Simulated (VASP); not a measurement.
# MgO (P2_13) in VASP: a series of runs

MgO is run at these levels: PBE; tasks: single point, relaxation of cell and atoms.

All numbers are computed with VASP 6.6.1; they aren't measurements. Logs are shortened: lines on timing, memory, paths and dates and some standing lists are left out, and cuts for length are marked.

## 1. The cell of the first run

It takes space group P2_13 (No. 198, cubic). Conventional cell: a = 4.176 Å, b = 4.176 Å, c = 4.176 Å, α = 90.00°, β = 90.00°, γ = 90.00°. Within 2.9 Å of Mg (site symmetry 3) lie 7 O at 2.21 to 2.26 Å and 6 Mg at 2.58 Å. Within 2.9 Å of O (site symmetry 3) lie 7 Mg at 2.21 to 2.26 Å and 6 O at 2.57 Å.

## 2. Single point, PBE

Contents of INCAR:

```
SYSTEM = MgO
PREC = Accurate
ENCUT = 520
EDIFF = 1E-7
ISMEAR = 0
SIGMA = 0.1
LREAL = .FALSE.
LASPH = .TRUE.
NELM = 80
ALGO = Normal
ISIF = 2
LWAVE = .FALSE.
LCHARG = .FALSE.
GGA = PE
NBANDS = 26
```

Contents of KPOINTS:

```
regular mesh
0
G
  4 4 4
  0 0 0
```

Contents of POSCAR:

```
MgO
1.0
    4.1757874696      0.0000000000      0.0000000000
    0.0000000000      4.1757874696      0.0000000000
    0.0000000000      0.0000000000      4.1757874696
Mg O
4 4
Direct
    0.8440000000      0.8440000000      0.8440000000
    0.6560000000      0.1560000000      0.3440000000
    0.3440000000      0.6560000000      0.1560000000
    0.1560000000      0.3440000000      0.6560000000
    0.1500000000      0.1500000000      0.1500000000
    0.3500000000      0.8500000000      0.6500000000
    0.6500000000      0.3500000000      0.8500000000
    0.8500000000      0.6500000000      0.3500000000
```

Potentials or basis: VASP PAW PBE potentials, release 64 (Mg, O).

Run with:

```sh
$ cat potpaw_PBE.64/Mg/POTCAR potpaw_PBE.64/O/POTCAR > POTCAR
$ mpirun -np 1 vasp_std > vasp.out
```

OUTCAR:

```text
SYSTEM = MgO
   PREC = Accurate
   ENCUT = 520
   EDIFF = 1E-7
   ISMEAR = 0
   LREAL = .FALSE.
   LASPH = .TRUE.
   NELM = 80
   ISIF = 2
   GGA = PE

 ion  position               nearest neighbor table
   1  0.844  0.844  0.844-   5 2.21   6 2.22   7 2.22   8 2.22   7 2.26   8 2.26   6 2.26   3 2.58
                             4 2.58   2 2.58   2 2.58   4 2.58   3 2.58   3 3.64   2 3.64   2 3.64
   2  0.656  0.156  0.344-   6 2.21   5 2.22   7 2.22   8 2.22   7 2.26   8 2.26   5 2.26   1 2.58
                             1 2.58   3 2.58   3 2.58   4 2.58   4 2.58   4 3.64   3 3.64   1 3.64
   3  0.344  0.656  0.156-   7 2.21   6 2.22   5 2.22   8 2.22   8 2.26   6 2.26   5 2.26   1 2.58
                             4 2.58   2 2.58   2 2.58   4 2.58   1 2.58   4 3.64   4 3.64   1 3.64
   4  0.156  0.344  0.656-   8 2.21   6 2.22   7 2.22   5 2.22   6 2.26   5 2.26   7 2.26   1 2.58
                             3 2.58   2 2.58   1 2.58   2 2.58   3 2.58   1 3.64   3 3.64   3 3.64
   5  0.150  0.150  0.150-   1 2.21   2 2.22   3 2.22   4 2.22   3 2.26   4 2.26   2 2.26
   6  0.350  0.850  0.650-   2 2.21   1 2.22   3 2.22   4 2.22   3 2.26   4 2.26   1 2.26
   7  0.650  0.350  0.850-   3 2.21   2 2.22   1 2.22   4 2.22   4 2.26   2 2.26   1 2.26
   8  0.850  0.650  0.350-   4 2.21   2 2.22   3 2.22   1 2.22   2 2.26   1 2.26   3 2.26

  LATTYP: Found a simple cubic cell.
 ALAT       =     4.1757874696

  Lattice vectors:

 A1 = (   4.1757874696,   0.0000000000,   0.0000000000)
 A2 = (   0.0000000000,   4.1757874696,   0.0000000000)
 A3 = (   0.0000000000,   0.0000000000,   4.1757874696)

Analysis of symmetry for initial positions (statically):
=====================================================================
 Subroutine PRICEL returns:
 Original cell was already a primitive cell.

 Routine SETGRP: Setting up the symmetry group for a
 simple cubic supercell.

 Subroutine GETGRP returns: Found 12 space group operations
 (whereof  3 operations were pure point group operations)
 out of a pool of 48 trial point group operations.

The static configuration has the point symmetry C_3 .
 The point group associated with its full space group is T   .

Analysis of symmetry for dynamics (positions and initial velocities):
=====================================================================
 Subroutine PRICEL returns:
 Original cell was already a primitive cell.

 Routine SETGRP: Setting up the symmetry group for a
 simple cubic supercell.

 Subroutine GETGRP returns: Found 12 space group operations
 (whereof  3 operations were pure point group operations)
 out of a pool of 48 trial point group operations.

The dynamic configuration has the point symmetry C_3 .
 The point group associated with its full space group is T   .

 Subroutine INISYM returns: Found 12 space group operations
 (whereof  3 operations are pure point group operations),
 and found     1 'primitive' translations

----------------------------------------------------------------------------------------

                                     Primitive cell

  volume of cell :      72.8140

  direct lattice vectors                    reciprocal lattice vectors
     4.175787470  0.000000000  0.000000000     0.239475789  0.000000000  0.000000000
     0.000000000  4.175787470  0.000000000     0.000000000  0.239475789  0.000000000
     0.000000000  0.000000000  4.175787470     0.000000000  0.000000000  0.239475789

  length of vectors
     4.175787470  4.175787470  4.175787470     0.239475789  0.239475789  0.239475789

  position of ions in fractional coordinates (direct lattice)
     0.844000000  0.844000000  0.844000000
     0.656000000  0.156000000  0.344000000
     0.344000000  0.656000000  0.156000000
     0.156000000  0.344000000  0.656000000
     0.150000000  0.150000000  0.150000000
     0.350000000  0.850000000  0.650000000
     0.650000000  0.350000000  0.850000000
     0.850000000  0.650000000  0.350000000

  ion indices of the primitive-cell ions
   primitive index   ion index
                 1           1
                 2           2
                 3           3
                 4           4
                 5           5
                 6           6
                 7           7
                 8           8

----------------------------------------------------------------------------------------

 KPOINTS: regular mesh

Automatic generation of k-mesh.
 Grid dimensions read from file:
 generate k-points for:    4    4    4

 Generating k-lattice:

  Cartesian coordinates                     Fractional coordinates (reciprocal lattice)
     0.059868947  0.000000000  0.000000000     0.250000000  0.000000000  0.000000000
     0.000000000  0.059868947  0.000000000     0.000000000  0.250000000  0.000000000
     0.000000000  0.000000000  0.059868947     0.000000000  0.000000000  0.250000000

  Length of vectors
     0.059868947  0.059868947  0.059868947

  Shift w.r.t. Gamma in fractional coordinates (k-lattice)
     0.000000000  0.000000000  0.000000000

 Subroutine IBZKPT returns following result:
 ===========================================

 Found     11 irreducible k-points:

 Following reciprocal coordinates:
            Coordinates               Weight
  0.000000  0.000000  0.000000      1.000000
  0.250000  0.000000  0.000000      6.000000
  0.500000  0.000000  0.000000      3.000000
  0.250000  0.250000  0.000000     12.000000
  0.500000  0.250000  0.000000      6.000000
 -0.250000  0.500000  0.000000      6.000000
  0.500000  0.500000  0.000000      3.000000
  0.250000  0.250000  0.250000      8.000000
  0.500000  0.250000  0.250000     12.000000
  0.500000  0.500000  0.250000      6.000000
  0.500000  0.500000  0.500000      1.000000
   k-points           NKPTS =     11   k-points in BZ     NKDIM =     11   number of bands    NBANDS=     26
   number of dos      NEDOS =    301   number of ions     NIONS =      8
   total plane-waves  NPLWV =  32768
   dimension x,y,z NGX =    32 NGY =   32 NGZ =   32
   dimension x,y,z NGXF=    64 NGYF=   64 NGZF=   64
   ions per type =               4   4
   NGX,Y,Z   is equivalent  to a cutoff of  12.74, 12.74, 12.74 a.u.
   NGXF,Y,Z  is equivalent  to a cutoff of  25.48, 25.48, 25.48 a.u.
 SYSTEM =  MgO
   PREC   = accura    normal or accurate (medium, high low for compatibility)
   ISTART =      0    job   : 0-new  1-cont  2-samecut
   ICHARG =      2    charge: 1-file 2-atom 10-const
   ISPIN  =      1    spin polarized calculation?
   LNONCOLLINEAR =      F non collinear calculations
   LSORBIT =      F    spin-orbit coupling
   LASPH  =      T    aspherical Exc in radial PAW
   ENCUT  =  520.0 eV  38.22 Ry    6.18 a.u.   7.76  7.76  7.76*2*pi/ulx,y,z
   NELM   =     80;   NELMIN=  2; NELMDL= -5     # of ELM steps
   EDIFF  = 0.1E-06   stopping-criterion for ELM
   LREAL  =      F    real-space projection
   EDIFFG = 0.1E-05   stopping-criterion for IOM
   NSW    =      0    number of steps for IOM
   IBRION =     -1    ionic relax: 0-MD 1-quasi-New 2-CG
   NFREE  =      0    steps in history (QN), initial steepest desc. (CG)
   ISIF   =      2    stress and relaxation
   ISYM   =      2    0-nonsym 1-usesym 2-fastsym
   POTIM  = 0.5000    time-step for ionic-motion
   TEBEG  =    0.0;   TEEND  =   0.0 temperature during run
   PSTRESS=    0.0 pullay stress
   NELECT =      32.0000    total number of electrons
   NUPDOWN=      -1.0000    fix difference up-down
   EMIN   =  10.00;   EMAX   =-10.00  energy-range for DOS
   EFERMI =   0.00;   METHOD = LEGACY
   ISMEAR =     0;   SIGMA  =   0.10  broadening in eV -4-tet -1-fermi 0-gaus
   EFERMI_NEDOS =   21; number of points for ismear=-14 and -15
   IALGO  =     38    algorithm
   IMIX   =      4    mixing-type and parameters
     AMIX     =   0.40;   BMIX     =  1.00
     AMIX_MAG =   1.60;   BMIX_MAG =  1.00
  volume/ion in A,a.u.               =       9.10        61.42
  Fermi-wavevector in a.u.,A,eV,Ry     =   1.244667  2.352079 21.078083  1.549195
  Thomas-Fermi vector in A             =   2.378923
   LORBIT       =      0    0 simple, 1 ext, 2 COOP (PROOUT), +10 PAW based schemes
   GGA     = PE    functional components
   LHFCALC =     F    Hartree Fock is set to
   AEXX    =    0.0000 exact exchange contribution
   IVDW    =     0    specifies the selected vdW correction
   LEPSILON=     F    determine dielectric tensor
   LRPA    =     F    only Hartree local field effects (RPA)
 non-spin polarized calculation
 Gauss-broadening in eV      SIGMA  =   0.10
  energy-cutoff  :      520.00
  volume of cell :       72.81
 maximum number of plane-waves:      1984
 NGX is ok and might be reduce to    32
   NGX = 15   NGY = 15   NGZ = 15

 number of electron      31.9999983 magnetization

 Free energy of the ion-electron system (eV)
  ---------------------------------------------------
  ext. energy  EPLUGINS =         0.00000000
  ---------------------------------------------------
  free energy    TOTEN  =       -38.96707308 eV

  energy without entropy =      -38.96707308  energy(sigma->0) =      -38.96707308

 E-fermi :   5.1375     XC(G=0): -11.3390

 val. band max:        4.6238088066   @ k =   0.2500   0.2500   0.2500
 cond. band min:       6.4729543454   @ k =   0.0000   0.0000   0.0000
 fundamental gap:      1.8491455388
 Fermi energy:         5.1374583474

 k-point     1 :       0.0000    0.0000    0.0000
  band No.  band energies     occupation
      1     -13.5303      2.00000
      2     -11.3754      2.00000
      3     -11.3754      2.00000
      4     -11.3754      2.00000
      5       0.2154      2.00000
      6       0.2154      2.00000
[... 18 lines left out ...]
     25      16.8892      0.00000
     26      16.8892      0.00000

 k-point     2 :       0.2500    0.0000    0.0000
  band No.  band energies     occupation
      1     -13.2910      2.00000
      2     -11.9320      2.00000
      3     -11.3020      2.00000
      4     -11.1347      2.00000
      5      -0.2792      2.00000
      6       0.2354      2.00000
[... 253 lines left out ...]
 k-point    11 :       0.5000    0.5000    0.5000
  band No.  band energies     occupation
      1     -11.8853      2.00000
      2     -11.8853      2.00000
      3     -11.8853      2.00000
      4     -11.8853      2.00000
      5      -0.7361      2.00000
      6      -0.7361      2.00000
[... 18 lines left out ...]
     25      17.9422      0.00000
     26      17.9422      0.00000

------------------------ aborting loop because EDIFF is reached ----------------------------------------

  FORCE on cell =-STRESS in cart. coord.  units (eV):
  Direction    XX          YY          ZZ          XY          YZ          ZX
  --------------------------------------------------------------------------------------
  -------------------------------------------------------------------------------------
  Total        5.0659577      5.0659577      5.0659577      0.0000000      0.0000000      0.0000000
  in kB      111.4697393    111.4697393    111.4697393      0.0000000      0.0000000      0.0000000
  external PRESSURE =     111.4697393 kB  Pullay stress =       0.0000000 kB

 VOLUME and BASIS-vectors are now :
 -----------------------------------------------------------------------------
  energy-cutoff  :      520.00
  volume of cell :       72.81
      direct lattice vectors                 reciprocal lattice vectors
     4.175787470  0.000000000  0.000000000     0.239475789  0.000000000  0.000000000
     0.000000000  4.175787470  0.000000000     0.000000000  0.239475789  0.000000000
     0.000000000  0.000000000  4.175787470     0.000000000  0.000000000  0.239475789

 POSITION                                       TOTAL-FORCE (eV/Angst)
 -----------------------------------------------------------------------------------
      3.52436      3.52436      3.52436        -0.662065     -0.662065     -0.662065
      2.73932      0.65142      1.43647         0.662065      0.662065     -0.662065
      1.43647      2.73932      0.65142        -0.662065      0.662065      0.662065
      0.65142      1.43647      2.73932         0.662065     -0.662065      0.662065
      0.62637      0.62637      0.62637         1.167443      1.167443      1.167443
      1.46153      3.54942      2.71426        -1.167443     -1.167443      1.167443
      2.71426      1.46153      3.54942         1.167443     -1.167443     -1.167443
      3.54942      2.71426      1.46153        -1.167443      1.167443     -1.167443
 -----------------------------------------------------------------------------------
    total drift:                                0.000000     -0.000000      0.000000

  FREE ENERGIE OF THE ION-ELECTRON SYSTEM (eV)
  ---------------------------------------------------
  free  energy   TOTEN  =       -38.9670730774 eV

  energy  without entropy=      -38.9670730774  energy(sigma->0) =      -38.96707308
```

Run time: 13 s. Hardware: 1 thread of Intel Xeon Platinum 8559C (Emerald Rapids), shared host; peak memory 0.17 GiB.

Results:

```yaml
Free_energy: -38.9671 eV
Pressure: 11.1 GPa
Largest_force: 2.022 eV/Å
Band_gap_on_the_k_mesh: 1.85 eV, indirect (least direct gap 2.59 eV)
```

Forces in eV/Å, atoms in the order of the input:
```
Mg  -0.662 -0.662 -0.662
Mg   0.662  0.662 -0.662
Mg  -0.662  0.662  0.662
Mg   0.662 -0.662  0.662
O    1.167  1.167  1.167
O   -1.167 -1.167  1.167
O    1.167 -1.167 -1.167
O   -1.167  1.167 -1.167
```

Levels at points of the mesh, in eV from the valence-band top:
| k point | band 14 | band 15 | band 16 | band 17 | band 18 | band 19 |
| --- | --- | --- | --- | --- | --- | --- |
| (0.00, 0.00, 0.00) | -0.74 | -0.74 | -0.74 | 1.85 | 6.04 | 6.04 |
| (0.50, 0.00, 0.00) | -0.86 | -0.73 | -0.73 | 4.97 | 4.97 | 5.80 |
| (0.50, 0.50, 0.00) | -0.27 | -0.03 | -0.03 | 5.16 | 5.16 | 6.05 |
| (0.50, 0.50, 0.50) | -0.33 | -0.33 | -0.33 | 5.85 | 5.85 | 5.85 |

Caveat: forces of over 1 eV/Å act on the atoms, so gaps and moduli don't describe the material at rest. A k mesh can miss the band edges.

## 3. Relaxation of cell and atoms, PBE

Contents of INCAR:

```
  PREC = Accurate
  ENCUT = 600
  EDIFF = 1E-6
  ISMEAR = 0
  SIGMA = 0.1
  LREAL = False
  LASPH = True
  NELM = 100
  ALGO = Normal
  ISIF = 3
  LWAVE = False
  LCHARG = False
  GGA = PE
  IBRION = 2
  NSW = 90
  EDIFFG = -0.04
```

Contents of KPOINTS:

```
Automatic mesh
0
Gamma
  4 4 4
```

POSCAR is that of step 2.

Potentials or basis: VASP PAW PBE potentials, release 64 (Mg, O).

Run with:

```sh
$ cat potpaw_PBE.64/Mg/POTCAR potpaw_PBE.64/O/POTCAR > POTCAR
$ mpirun -np 1 vasp_std > vasp.out
```

Run time: 4.8 min. Hardware: 1 thread of Intel Xeon Platinum 8559C (Emerald Rapids), shared host; peak memory 0.22 GiB.

The run converged. Its results:

* Free energy: -47.6508 eV
* Relaxed volume: 9.57 Å³/atom
* Relaxed cell: a = 4.247 Å, b = 4.247 Å, c = 4.247 Å, α = 90.00°, β = 90.00°, γ = 90.00°
* Space group after relaxing (to 0.05 Å): Fm-3m (No. 225)
* Energy gained by relaxing: 1084.3 meV/atom
* Ionic steps: 17
* Pressure after relaxing: -0.2 GPa
* Largest force after relaxing: 0.036 eV/Å
* Band gap on the k mesh: 4.49 eV, direct

Forces on the atoms (eV/Å):
```
Mg   0.013  0.013  0.013
Mg  -0.013 -0.013  0.013
Mg   0.013 -0.013 -0.013
Mg  -0.013  0.013 -0.013
O    0.021  0.021  0.021
O   -0.021 -0.021  0.021
O    0.021 -0.021 -0.021
O   -0.021  0.021 -0.021
```

The path:
```
step  energy change (eV)  largest force (eV/Å)  pressure (GPa)  volume (Å³)
   1              0.0000                2.0218           10.94        72.81
   2             -1.2472                2.1791           -2.93        79.56
   3             -2.6412                2.1902          -18.46        94.92
   4             -3.3416                2.1037          -18.57        94.93
   5             -5.2135                1.5349          -18.47        94.97
   6             -6.9116                0.5809          -15.73        95.04
   7             -7.6063                1.0125           -9.10        87.06
   8             -7.9238                1.4836            0.97        79.46
   9             -7.9301                1.5809            3.52        77.99
  10             -8.3318                1.1875            4.83        75.41
  11             -8.4934                0.4677            9.82        72.28
  12             -8.4997                0.6193            8.60        72.83
  13             -8.6406                0.3140           -0.40        76.74
  14             -8.6415                0.2923           -1.08        77.09
  15             -8.6577                0.1978           -0.63        76.85
  16             -8.6727                0.0926            0.46        76.31
  17             -8.6743                0.0362           -0.21        76.60
```

Final structure:
```cif
data_structure
_symmetry_space_group_name_H-M 'P 1'
_symmetry_Int_Tables_number 1
_cell_length_a 4.2469
_cell_length_b 4.2469
_cell_length_c 4.2469
_cell_angle_alpha 90.000
_cell_angle_beta 90.000
_cell_angle_gamma 90.000
_cell_volume 76.60
loop_
_atom_site_label
_atom_site_type_symbol
_atom_site_fract_x
_atom_site_fract_y
_atom_site_fract_z
_atom_site_occupancy
Mg1 Mg 0.74977 0.74977 0.74977 1
Mg2 Mg 0.75023 0.25023 0.24977 1
Mg3 Mg 0.24977 0.75023 0.25023 1
Mg4 Mg 0.25023 0.24977 0.75023 1
O1 O 0.24956 0.24956 0.24956 1
O2 O 0.25044 0.75044 0.74956 1
O3 O 0.74956 0.25044 0.75044 1
O4 O 0.75044 0.74956 0.25044 1
```

Levels at points of the mesh, in eV from the valence-band top:
| k point | band 14 | band 15 | band 16 | band 17 | band 18 | band 19 |
| --- | --- | --- | --- | --- | --- | --- |
| (0.00, 0.00, 0.00) | 0.00 | 0.00 | 0.00 | 4.49 | 9.09 | 9.09 |
| (0.50, 0.00, 0.00) | -0.72 | -0.72 | -0.72 | 7.82 | 7.82 | 11.10 |
| (0.50, 0.50, 0.00) | -0.63 | -0.62 | -0.62 | 9.25 | 9.25 | 9.26 |
| (0.50, 0.50, 0.50) | -0.63 | -0.63 | -0.63 | 7.74 | 7.74 | 7.74 |

PBE gaps usually lie below the measured ones, often by a third to a half.
